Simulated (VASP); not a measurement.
Set up this calculation in VASP 6.6.1, as the native input.

```
Task                   : relaxation of cell and atoms
Functional             : LDA
Potentials or basis    : VASP PAW LDA potentials, release 64 (W_sv)
Cutoff                 : 600 eV
k mesh                 : 8 × 8 × 8
Occupations            : gaussian, width 0.1 eV
Spin                   : no spin polarisation
Dipole correction      : no
Further INCAR settings : ALGO = Fast; EDIFF = 1e-06; IBRION = 2; EDIFFG = -0.05; NSW = 100; ISIF = 3
```

The structure of W lies in POSCAR:

```
W
1.0
   -1.6007500000      1.6007500000      1.6007500000
    1.6007500000     -1.6007500000      1.6007500000
    1.6007500000      1.6007500000     -1.6007500000
W
1
Direct
    0.0000000000      0.0000000000      0.0000000000
```

One way to write it, as run:

INCAR

```
SYSTEM = W
PREC     = Accurate       ! precision mode
ENCUT    = 600            ! plane-wave cutoff, eV
EDIFF    = 1E-6           ! SCF threshold, eV
ISMEAR   = 0              ! smearing method
SIGMA    = 0.1            ! smearing width, eV
LREAL    = .False.        ! projectors in reciprocal space
LASPH    = .True.         ! aspherical terms in the spheres
NELM     = 60             ! most SCF steps
ALGO     = Fast           ! electronic algorithm
ISIF     = 3              ! what is computed and relaxed
LWAVE    = .False.        ! write WAVECAR
LCHARG   = .False.        ! write CHGCAR
IBRION   = 2              ! ionic algorithm
NSW      = 100            ! ionic steps
EDIFFG   = -0.05          ! ionic threshold
```

KPOINTS

```
Automatic mesh
0
Gamma
  8 8 8
  0 0 0
```

Potentials or basis: VASP PAW LDA potentials, release 64 (W_sv).

Run with:

```console
$ cat potpaw_LDA.64/W_sv/POTCAR > POTCAR
$ mpirun -np 1 vasp_std > vasp.out
```

It gave:

| Property | Result |
| --- | --- |
| Relaxed volume | 15.56 Å³/atom |
| Relaxed cell | a = 2.724 Å, b = 2.724 Å, c = 2.724 Å, α = 109.47°, β = 109.47°, γ = 109.47° |
| Space group after relaxing (to 0.05 Å) | Im-3m (No. 229) |
| Energy gained by relaxing | 47.0 meV/atom |
| Ionic steps | 4 |
| Pressure after relaxing | -0.4 GPa |
| Band gap on the k mesh | zero (band 7 reaches 16.87 eV, above the bottom of band 8 at 10.30 eV) |

Caveat: spin-orbit coupling is left out, which moves the levels of the heavy elements.

It took 13 s on 1 thread of AMD EPYC 9R45 96-Core Processor (Zen 5), with other jobs on the host, peak memory 0.11 GiB.
